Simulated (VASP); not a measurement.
# Al4NiPd3 (P4/mmm) in VASP: single point with PBE

Aim: the single point of Al4NiPd3 with PBE.

Program: VASP 6.6.1. These are calculated values, not measurements. Logs are shortened: lines on timing, memory, paths and dates and some standing lists are left out, and cuts for length are marked.

**1. The cell of the first run**

It takes space group P4/mmm (No. 123, tetragonal). The conventional cell has a = 4.277 Å, b = 4.277 Å, c = 6.119 Å, α = 90.00°, β = 90.00°, γ = 90.00°. Within 3.4 Å of Al (site symmetry 2mm) lie 2 Ni at 2.60 Å and 6 Pd at 2.60 to 2.66 Å and 6 Al at 2.95 to 3.17 Å. Within 3.4 Å of Ni (site symmetry 4/mmm) lie 8 Al at 2.60 Å and 6 Pd at 3.02 to 3.06 Å. Pd (site symmetry 4/mmm) has 8 Al at 2.60 Å and 4 Ni at 3.02 Å and 2 Pd at 3.06 Å within 3.4 Å. Within 3.5 Å of Pd (site symmetry 4/mmm) lie 8 Al at 2.66 Å and 6 Pd at 3.02 to 3.06 Å. Within 3.5 Å of Pd (site symmetry 4/mmm) lie 8 Al at 2.66 Å and 4 Pd at 3.02 Å and 2 Ni at 3.06 Å.

**2. Single point, PBE**

POSCAR reads:

```
Al4NiPd3
1.0
    4.2767390000      0.0000000000      0.0000000000
    0.0000000000      4.2767390000      0.0000000000
    0.0000000000      0.0000000000      6.1194130000
Al Ni Pd
4 1 3
Direct
    0.5000000000      0.0000000000      0.7590980000
    0.0000000000      0.5000000000      0.7590980000
    0.5000000000      0.0000000000      0.2409020000
    0.0000000000      0.5000000000      0.2409020000
    0.5000000000      0.5000000000      0.0000000000
    0.0000000000      0.0000000000      0.0000000000
    0.0000000000      0.0000000000      0.5000000000
    0.5000000000      0.5000000000      0.5000000000
```

INCAR.step1 reads:

```
SYSTEM = Al4NiPd3
PREC = Accurate
ENCUT = 520
EDIFF = 1E-7
ISMEAR = 0
SIGMA = 0.1
LREAL = .False.
LASPH = .True.
NELM = 60
ALGO = Fast
ISIF = 2
LWAVE = .False.
LCHARG = .True.
LMAXMIX = 4
GGA = PE
NBANDS = 36
```

KPOINTS.step1 reads:

```
Automatic mesh
0
Gamma
  10 10 6
  0 0 0
```

INCAR.step2 reads:

```
SYSTEM = Al4NiPd3
PREC = Accurate
ENCUT = 520
EDIFF = 1E-7
ISMEAR = -5
SIGMA = 0.1
LREAL = .False.
LASPH = .True.
NELM = 60
ALGO = Fast
ISIF = 2
LWAVE = .False.
LCHARG = .False.
LMAXMIX = 4
GGA = PE
LORBIT = 11
NBANDS = 36
NEDOS = 1001
ICHARG = 11
```

KPOINTS.step2 reads:

```
Automatic mesh
0
Gamma
  15 15 9
  0 0 0
```

Potentials or basis: VASP PAW PBE potentials, release 64 (Al, Ni, Pd).

Command:

```bash
> cat potpaw_PBE.64/Al/POTCAR potpaw_PBE.64/Ni/POTCAR potpaw_PBE.64/Pd/POTCAR > POTCAR
> cp INCAR.step1 INCAR
> cp KPOINTS.step1 KPOINTS
> mpirun -np 1 vasp_std > vasp.out
> cp INCAR.step2 INCAR
> cp KPOINTS.step2 KPOINTS
> mpirun -np 1 vasp_std > vasp.out
```

OUTCAR:

```text
SYSTEM = Al4NiPd3
   PREC = Accurate
   ENCUT = 520
   EDIFF = 1E-7
   ISMEAR = -5
   LREAL = .False.
   LASPH = .True.
   NELM = 60
   ISIF = 2
   GGA = PE
   LORBIT = 11
   ICHARG = 11

 ion  position               nearest neighbor table
   1  0.500  0.000  0.759-   5 2.60   6 2.60   5 2.60   6 2.60   7 2.66   8 2.66   8 2.66   7 2.66
                             3 2.95   2 3.02   2 3.02   2 3.02   2 3.02   3 3.17
   2  0.000  0.500  0.759-   5 2.60   6 2.60   6 2.60   5 2.60   7 2.66   7 2.66   8 2.66   8 2.66
                             4 2.95   1 3.02   1 3.02   1 3.02   1 3.02   4 3.17
   3  0.500  0.000  0.241-   5 2.60   6 2.60   5 2.60   6 2.60   7 2.66   8 2.66   8 2.66   7 2.66
                             1 2.95   4 3.02   4 3.02   4 3.02   4 3.02   1 3.17
   4  0.000  0.500  0.241-   5 2.60   6 2.60   6 2.60   5 2.60   7 2.66   7 2.66   8 2.66   8 2.66
                             2 2.95   3 3.02   3 3.02   3 3.02   3 3.02   2 3.17
   5  0.500  0.500  0.000-   1 2.60   2 2.60   3 2.60   4 2.60   1 2.60   3 2.60   2 2.60   4 2.60
                             6 3.02   6 3.02   6 3.02   6 3.02   8 3.06   8 3.06
   6  0.000  0.000  0.000-   1 2.60   2 2.60   3 2.60   4 2.60   2 2.60   4 2.60   1 2.60   3 2.60
                             5 3.02   5 3.02   5 3.02   5 3.02   7 3.06   7 3.06
   7  0.000  0.000  0.500-   1 2.66   2 2.66   3 2.66   4 2.66   2 2.66   4 2.66   1 2.66   3 2.66
                             8 3.02   8 3.02   8 3.02   8 3.02   6 3.06   6 3.06
   8  0.500  0.500  0.500-   1 2.66   2 2.66   3 2.66   4 2.66   1 2.66   3 2.66   2 2.66   4 2.66
                             7 3.02   7 3.02   7 3.02   7 3.02   5 3.06   5 3.06

  LATTYP: Found a simple tetragonal cell.
 ALAT       =     4.2767390000
 C/A-ratio  =     1.4308595872

  Lattice vectors:

 A1 = (   4.2767390000,   0.0000000000,   0.0000000000)
 A2 = (   0.0000000000,   4.2767390000,   0.0000000000)
 A3 = (   0.0000000000,   0.0000000000,   6.1194130000)

Analysis of symmetry for initial positions (statically):
=====================================================================
 Subroutine PRICEL returns:
 Original cell was already a primitive cell.

 Routine SETGRP: Setting up the symmetry group for a
 simple tetragonal supercell.

 Subroutine GETGRP returns: Found 16 space group operations
 (whereof 16 operations were pure point group operations)
 out of a pool of 16 trial point group operations.

The static configuration has the point symmetry D_4h.

Analysis of symmetry for dynamics (positions and initial velocities):
=====================================================================
 Subroutine PRICEL returns:
 Original cell was already a primitive cell.

 Routine SETGRP: Setting up the symmetry group for a
 simple tetragonal supercell.

 Subroutine GETGRP returns: Found 16 space group operations
 (whereof 16 operations were pure point group operations)
 out of a pool of 16 trial point group operations.

The dynamic configuration has the point symmetry D_4h.

 Subroutine INISYM returns: Found 16 space group operations
 (whereof 16 operations are pure point group operations),
 and found     1 'primitive' translations

----------------------------------------------------------------------------------------

                                     Primitive cell

  volume of cell :     111.9271

  direct lattice vectors                    reciprocal lattice vectors
     4.276739000  0.000000000  0.000000000     0.233823013  0.000000000  0.000000000
     0.000000000  4.276739000  0.000000000     0.000000000  0.233823013  0.000000000
     0.000000000  0.000000000  6.119413000     0.000000000  0.000000000  0.163414367

  length of vectors
     4.276739000  4.276739000  6.119413000     0.233823013  0.233823013  0.163414367

  position of ions in fractional coordinates (direct lattice)
     0.500000000  0.000000000  0.759098000
     0.000000000  0.500000000  0.759098000
     0.500000000  0.000000000  0.240902000
     0.000000000  0.500000000  0.240902000
     0.500000000  0.500000000  0.000000000
     0.000000000  0.000000000  0.000000000
     0.000000000  0.000000000  0.500000000
     0.500000000  0.500000000  0.500000000

  ion indices of the primitive-cell ions
   primitive index   ion index
                 1           1
                 2           2
                 3           3
                 4           4
[... 25 lines left out ...]

 TETIRR: Found   3013 inequivalent tetrahedra from    12150

 Subroutine IBZKPT returns following result:
 ===========================================

 Found    180 irreducible k-points:

 Following reciprocal coordinates:
            Coordinates               Weight
  0.000000  0.000000  0.000000      1.000000
  0.066667  0.000000  0.000000      4.000000
  0.133333  0.000000  0.000000      4.000000
  0.200000  0.000000  0.000000      4.000000
  0.266667  0.000000  0.000000      4.000000
  0.333333  0.000000  0.000000      4.000000
[... 16 lines left out ...]
  0.266667  0.200000  0.000000      8.000000
  0.333333  0.200000  0.000000      8.000000
 [... further k-points ...]
   k-points           NKPTS =    180   k-points in BZ     NKDIM =    180   number of bands    NBANDS=     36
   number of dos      NEDOS =   1001   number of ions     NIONS =      8
   total plane-waves  NPLWV =  49152
   dimension x,y,z NGX =    32 NGY =   32 NGZ =   48
   dimension x,y,z NGXF=    64 NGYF=   64 NGZF=   96
   ions per type =               4   1   3
   NGX,Y,Z   is equivalent  to a cutoff of  12.44, 12.44, 13.04 a.u.
   NGXF,Y,Z  is equivalent  to a cutoff of  24.88, 24.88, 26.08 a.u.
 SYSTEM =  Al4NiPd3
   PREC   = accura    normal or accurate (medium, high low for compatibility)
   ISTART =      0    job   : 0-new  1-cont  2-samecut
   ICHARG =     11    charge: 1-file 2-atom 10-const
   ISPIN  =      1    spin polarized calculation?
   LNONCOLLINEAR =      F non collinear calculations
   LSORBIT =      F    spin-orbit coupling
   LASPH  =      T    aspherical Exc in radial PAW
   ENCUT  =  520.0 eV  38.22 Ry    6.18 a.u.   7.95  7.95 11.38*2*pi/ulx,y,z
   NELM   =     60;   NELMIN=  2; NELMDL=  0     # of ELM steps
   EDIFF  = 0.1E-06   stopping-criterion for ELM
   LREAL  =      F    real-space projection
   EDIFFG = 0.1E-05   stopping-criterion for IOM
   NSW    =      0    number of steps for IOM
   IBRION =     -1    ionic relax: 0-MD 1-quasi-New 2-CG
   NFREE  =      0    steps in history (QN), initial steepest desc. (CG)
   ISIF   =      2    stress and relaxation
   ISYM   =      2    0-nonsym 1-usesym 2-fastsym
   POTIM  = 0.5000    time-step for ionic-motion
   TEBEG  =    0.0;   TEEND  =   0.0 temperature during run
   PSTRESS=    0.0 pullay stress
   NELECT =      52.0000    total number of electrons
   NUPDOWN=      -1.0000    fix difference up-down
   EMIN   =  10.00;   EMAX   =-10.00  energy-range for DOS
   EFERMI =   0.00;   METHOD = LEGACY
   ISMEAR =    -5;   SIGMA  =   0.10  broadening in eV -4-tet -1-fermi 0-gaus
   EFERMI_NEDOS =   21; number of points for ismear=-14 and -15
   IALGO  =     68    algorithm
   IMIX   =      4    mixing-type and parameters
     AMIX     =   0.40;   BMIX     =  1.00
     AMIX_MAG =   1.60;   BMIX_MAG =  1.00
  volume/ion in A,a.u.               =      13.99        94.42
  Fermi-wavevector in a.u.,A,eV,Ry     =   1.267937  2.396053 21.873585  1.607663
  Thomas-Fermi vector in A             =   2.401058
   LORBIT       =     11    0 simple, 1 ext, 2 COOP (PROOUT), +10 PAW based schemes
   GGA     = PE    functional components
   LHFCALC =     F    Hartree Fock is set to
   AEXX    =    0.0000 exact exchange contribution
   IVDW    =     0    specifies the selected vdW correction
   LEPSILON=     F    determine dielectric tensor
   LRPA    =     F    only Hartree local field effects (RPA)
 non-spin polarized calculation
 RMM-DIIS sequential band-by-band and
 Fermi weights with tetrahedron method with Bloechl corrections
  energy-cutoff  :      520.00
  volume of cell :      111.93
 maximum number of plane-waves:      3045
 NGX is ok and might be reduce to    32

 number of electron      51.9999979 magnetization

 Free energy of the ion-electron system (eV)
  ---------------------------------------------------
  ext. energy  EPLUGINS =         0.00000000
  ---------------------------------------------------
  free energy    TOTEN  =       -42.44588158 eV

  energy without entropy =      -42.44588158  energy(sigma->0) =      -42.44588158

 E-fermi :  10.1374     XC(G=0): -11.9459

 val. band max:       10.2012206050   @ k =   0.2667   0.1333   0.0000
 cond. band min:      10.0352371842   @ k =   0.2000   0.2000   0.2222
 fundamental gap:     -0.1659834209
 Fermi energy:        10.1374010979

 k-point     1 :       0.0000    0.0000    0.0000
  band No.  band energies     occupation
      1      -0.4018      2.00000
      2       3.3188      2.00000
      3       3.4045      2.00000
      4       3.4410      2.00000
      5       4.5170      2.00000
      6       4.5170      2.00000
[... 925 lines left out ...]
     35      16.1952      0.00000
     36      16.3382      0.00000

 [... further k-points ...]

------------------------ aborting loop because EDIFF is reached ----------------------------------------

  FORCE on cell =-STRESS in cart. coord.  units (eV):
  Direction    XX          YY          ZZ          XY          YZ          ZX
  --------------------------------------------------------------------------------------
  -------------------------------------------------------------------------------------
  Total        0.4750385      0.4750385      0.3828039      0.0000000     -0.0000000     -0.0000000
  in kB        6.7999253      6.7999253      5.4796351      0.0000000     -0.0000000     -0.0000000
  external PRESSURE =       6.3598286 kB  Pullay stress =       0.0000000 kB

 VOLUME and BASIS-vectors are now :
 -----------------------------------------------------------------------------
  energy-cutoff  :      520.00
  volume of cell :      111.93
      direct lattice vectors                 reciprocal lattice vectors
     4.276739000  0.000000000  0.000000000     0.233823013  0.000000000  0.000000000
     0.000000000  4.276739000  0.000000000     0.000000000  0.233823013  0.000000000
     0.000000000  0.000000000  6.119413000     0.000000000  0.000000000  0.163414367

 POSITION                                       TOTAL-FORCE (eV/Angst)
 -----------------------------------------------------------------------------------
      2.13837      0.00000      4.64523        -0.000000     -0.000000     -0.003895
      0.00000      2.13837      4.64523        -0.000000     -0.000000     -0.003895
      2.13837      0.00000      1.47418         0.000000      0.000000      0.003895
      0.00000      2.13837      1.47418        -0.000000      0.000000      0.003895
      2.13837      2.13837      0.00000        -0.000000      0.000000      0.000000
      0.00000      0.00000      0.00000        -0.000000      0.000000      0.000000
      0.00000      0.00000      3.05971        -0.000000      0.000000      0.000000
      2.13837      2.13837      3.05971        -0.000000      0.000000      0.000000
 -----------------------------------------------------------------------------------
    total drift:                                0.000000     -0.000000     -0.000000

  FREE ENERGIE OF THE ION-ELECTRON SYSTEM (eV)
  ---------------------------------------------------
  free  energy   TOTEN  =       -42.4458815778 eV

  energy  without entropy=      -42.4458815778  energy(sigma->0) =      -42.44588158

 total charge

# of ion       s       p       d       tot
------------------------------------------
    1        0.373   0.374   0.000   0.747
    2        0.373   0.374   0.000   0.747
    3        0.373   0.374   0.000   0.747
    4        0.373   0.374   0.000   0.747
    5        0.430   0.426   8.457   9.313
    6        0.543   0.635   8.615   9.793
    7        0.505   0.569   8.614   9.687
    8        0.509   0.575   8.595   9.679
--------------------------------------------------
tot          3.476   3.703  34.281  41.459
```

It took 20 min on 1 thread of Intel Xeon 8259CL, shared host; peak memory 0.69 GiB.

What came out:

```yaml
Valence_electrons_inside_the_program's_atomic_spheres: Al 0.75; Ni 9.31; Pd 9.79, 9.69, 9.68
```

Levels at points of the mesh, in eV from the Fermi level:
| k point | band 23 | band 24 | band 25 | band 26 | band 27 | band 28 | band 29 | band 30 |
| --- | --- | --- | --- | --- | --- | --- | --- | --- |
| (0.00, 0.00, 0.00) | -1.58 | -1.18 | -0.89 | 1.59 | 1.96 | 2.27 | 2.32 | 2.32 |

Caveat: tetrahedron occupations give inexact forces and stress in metals.
